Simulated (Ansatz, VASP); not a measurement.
**GaP in VASP and in Ansatz**

INCAR

```
ALGO = Normal
EDIFF = 1E-7
EDIFFG = -0.002
ENCUT = 600
IBRION = 2
ISIF = 3
ISMEAR = 0
LASPH = True
LCHARG = False
LREAL = False
LWAVE = False
NELM = 60
NSW = 80
PREC = Accurate
SIGMA = 0.01
```

File KPOINTS:

```
k-points
0
Gamma
  10 10 10
```

File POSCAR:

```
GaP
1.0
    0.0000000000      2.7252500000      2.7252500000
    2.7252500000      0.0000000000      2.7252500000
    2.7252500000      2.7252500000      0.0000000000
Ga P
1 1
Direct
    0.0000000000      0.0000000000      0.0000000000
    0.2500000000      0.2500000000      0.2500000000
```

Input for Ansatz:

```yaml
crystal:
  lattice:
    - [0.0, 2.72525, 2.72525]
    - [2.72525, 0.0, 2.72525]
    - [2.72525, 2.72525, 0.0]
  atoms:
    - { symbol: Ga, position: [0.0, 0.0, 0.0] }
    - { symbol: P, position: [0.25, 0.25, 0.25] }
scf:
  occupations: { method: fixed }
output:
  forces: true
  stress: true
  eigenvalues: true
hamiltonian:
  xc: lda
kpoints:
  mp_grid: { grid: [10, 10, 10] }
relax:
  f_tol: 0.002
  cell: { stress_tol: 0.02 }
```

Alike in both runs: task relaxation of cell and atoms; functional LDA; k mesh 10 × 10 × 10; no spin polarisation.

|  | VASP | Ansatz |
| --- | --- | --- |
| version | VASP 6.6.1 | Ansatz 0.2.0 |
| potentials or method | VASP PAW LDA potentials, release 64 (Ga_d, P) | scalar-relativistic, plane waves, PAW |
| plane-wave cutoff (eV) | 600 | 420 |
| occupations | gaussian, width 0.01 eV | fixed |
| valence electrons in the cell | 18 | 18 |

|  | VASP | Ansatz | Ansatz less VASP |
| --- | --- | --- | --- |
| gap on the k mesh at the Fermi level, each at its own relaxed structure (eV) | 1.40 | 1.40 | -0.003 |
| relaxed volume (Å³/atom) | 19.61 | 19.59 | -0.020 |
| relaxed cell length with the largest relative difference (Å) | 3.814 | 3.812 | -0.0013 |

LDA's correlation is that of Perdew and Zunger in VASP and of Perdew and Wang (1992) in Ansatz.
